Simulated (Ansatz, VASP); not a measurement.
# Two plane-wave programs on Te2Mo

```
CELL_PARAMETERS angstrom
3.55698 0.00000 0.00000
-1.77849 3.08043 0.00000
0.00000 0.00000 15.21176
ATOMIC_POSITIONS crystal
Te 0.33333 0.66667 0.63115
Te 0.66667 0.33333 0.13115
Te 0.33333 0.66667 0.86885
Te 0.66667 0.33333 0.36885
Mo 0.33333 0.66667 0.25000
Mo 0.66667 0.33333 0.75000
```

Alike in both runs: task single point; functional r2SCAN; k mesh 12 × 12 × 2; occupations gaussian, width 0.02 eV; no spin polarisation.

```csv
,VASP,Ansatz
version,VASP 6.6.1,Ansatz 0.2.0
potentials or method,"VASP PAW PBE potentials, release 64 (Te, Mo_sv), cutoff 520 eV","scalar-relativistic, plane waves, PAW"
valence electrons in the cell,52,92
```

Ansatz gave:

* gap on the k mesh at the Fermi level (eV): 1.10
* least direct gap on the mesh (eV): 1.11
* pressure (GPa): -0.8
* traceless stress, the component that is largest in VASP (GPa): -0.96
* rms of the force components (eV/Å): 0.094

Task: Estimate VASP's values.

Result: gap on the k mesh at the Fermi level (eV): 1.11; least direct gap on the mesh (eV): 1.11; pressure (GPa): -0.7; traceless stress, the component that is largest in VASP (GPa): -0.91; rms of the force components (eV/Å): 0.083.

VASP's potentials were made for PBE, not for r2SCAN. Atom by atom the forces differ by 0.011 eV/Å (rms over components). VASP's potentials hold 52 valence electrons a cell and Ansatz's 92, so a difference there can come from the potentials and not from the codes.

Neither program's run includes spin-orbit coupling.
